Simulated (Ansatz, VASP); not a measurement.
## HRh2: VASP beside Ansatz

The input INCAR:

```
SYSTEM = HRh2
ALGO = Normal ; EDIFF = 1E-6
ENCUT = 520 ; GGA = PE
ISIF = 2 ; ISMEAR = -1
LASPH = .TRUE. ; LCHARG = .FALSE.
LREAL = .FALSE. ; LWAVE = .FALSE.
NBANDS = 22 ; NELM = 100
PREC = Accurate ; SIGMA = 0.05
```

File KPOINTS:

```
k-points
0
G
  9 9 9
  0 0 0
```

Contents of POSCAR:

```
HRh2
1.0
    0.0000000000      2.5763900000      2.5763900000
    2.5763900000      0.0000000000      2.5763900000
    2.5763900000      2.5763900000      0.0000000000
H Rh
1 2
Direct
    0.0000000000      0.0000000000      0.0000000000
    0.2500000000      0.2500000000      0.2500000000
    0.7500000000      0.7500000000      0.7500000000
```

input.yaml

```yaml
crystal:
  lattice:
    - [0.0, 2.57639, 2.57639]
    - [2.57639, 0.0, 2.57639]
    - [2.57639, 2.57639, 0.0]
  atoms:
    - { symbol: H, position: [0.0, 0.0, 0.0] }
    - { symbol: Rh, position: [0.25, 0.25, 0.25] }
    - { symbol: Rh, position: [0.75, 0.75, 0.75] }
hamiltonian:
  xc: pbe
  pseudopotentials: { kind: paw }
kpoints:
  mp_grid: { grid: [9, 9, 9] }
scf:
  occupations: { method: fermi_dirac, width: 0.05 }
output:
  forces: true
  stress: true
  eigenvalues: true
```

Alike in both runs: task single point; functional PBE; k mesh 9 × 9 × 9; occupations fermi-dirac, width 0.05 eV; no spin polarisation.

|  | VASP | Ansatz |
| --- | --- | --- |
| version | VASP 6.6.1 | Ansatz 0.2.0 |
| potentials or method | VASP PAW PBE potentials, release 64 (H, Rh_pv) | Ansatz PAW |
| plane-wave cutoff (eV) | 520 | 420 |
| valence electrons in the cell | 31 | 35 |

```csv
,VASP,Ansatz,Ansatz less VASP
gap on the k mesh at the Fermi level (eV),none,none,-
pressure (GPa),0.2,0.1,-0.02
```

A gap of «none» marks a metal or a gap that the smearing closes. VASP's potentials hold 31 valence electrons a cell and Ansatz's 35, so a difference there can come from the potentials and not from the codes.
